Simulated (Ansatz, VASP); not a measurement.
**ScTa3F in VASP and in Ansatz**

The input INCAR:

```
  PREC = Accurate
  ENCUT = 600
  EDIFF = 1E-6
  ISMEAR = 0
  SIGMA = 0.1
  LREAL = False
  LASPH = True
  NELM = 100
  ALGO = Normal
  ISIF = 3
  LWAVE = False
  LCHARG = False
  GGA = PE
  IBRION = 2
  NSW = 90
  EDIFFG = -0.04
```

KPOINTS

```
regular mesh
0
Gamma
  6 6 2
```

File POSCAR:

```
ScTa3F
1.0
    3.3581175193      0.0000000000      0.0000000000
    0.0000000000      3.3581175193      0.0000000000
    0.0000000000      0.0000000000      7.4935573108
Sc Ta F
1 3 1
Direct
    0.0000000000      0.0000000000      0.5000000000
    0.5000000000      0.5000000000      0.1968311508
    0.5000000000      0.5000000000      0.8031688492
    0.0000000000      0.0000000000      0.0000000000
    0.5000000000      0.5000000000      0.5000000000
```

Input for Ansatz:

```yaml
crystal:
  lattice:
    - [3.3581175193, 0.0, 0.0]
    - [0.0, 3.3581175193, 0.0]
    - [0.0, 0.0, 7.4935573108]
  atoms:
    - { symbol: Sc, position: [0.0, 0.0, 0.5] }
    - { symbol: Ta, position: [0.5, 0.5, 0.1968311508] }
    - { symbol: Ta, position: [0.5, 0.5, 0.8031688492] }
    - { symbol: Ta, position: [0.0, 0.0, 0.0] }
    - { symbol: F, position: [0.5, 0.5, 0.5] }
basis:
  ecutwfc: 420
kpoints:
  mp_grid: { grid: [6, 6, 2] }
hamiltonian:
  xc: pbe
scf:
  occupations: { method: gaussian, width: 0.1 }
  lower_state_search: "off"
output:
  forces: true
  stress: true
  eigenvalues: true
relax:
  adjacent_minimum: "off"
  f_tol: 0.04
  max_steps: 70
  cell: { stress_tol: 0.4 }
```

Alike in both runs: task relaxation of cell and atoms; functional PBE; k mesh 6 × 6 × 2; occupations gaussian, width 0.1 eV; no spin polarisation.

|  | VASP | Ansatz |
| --- | --- | --- |
| version | VASP 6.6.1 | Ansatz 0.2.0 |
| potentials or method | VASP PAW PBE potentials, release 64 (Sc_sv, Ta_pv, F), cutoff 600 eV | scalar-relativistic, plane waves, PAW |
| valence electrons in the cell | 51 | 57 |

```tsv
	VASP	Ansatz	Ansatz less VASP
gap on the k mesh at the Fermi level, each at its own relaxed structure (eV)	none	none	-
relaxed volume (Å³/atom)	16.85	16.84	-0.013
relaxed length of the cell vector where the two differ most in proportion (Å)	3.330	3.329	-0.0011
```

A gap of «none» marks a metal or a gap that the smearing closes. VASP's potentials hold 51 valence electrons a cell and Ansatz's 57, so a difference there can come from the potentials and not from the codes.

The k mesh is coarse, so the values compare programs but aren't converged. Spin-orbit coupling is off throughout.
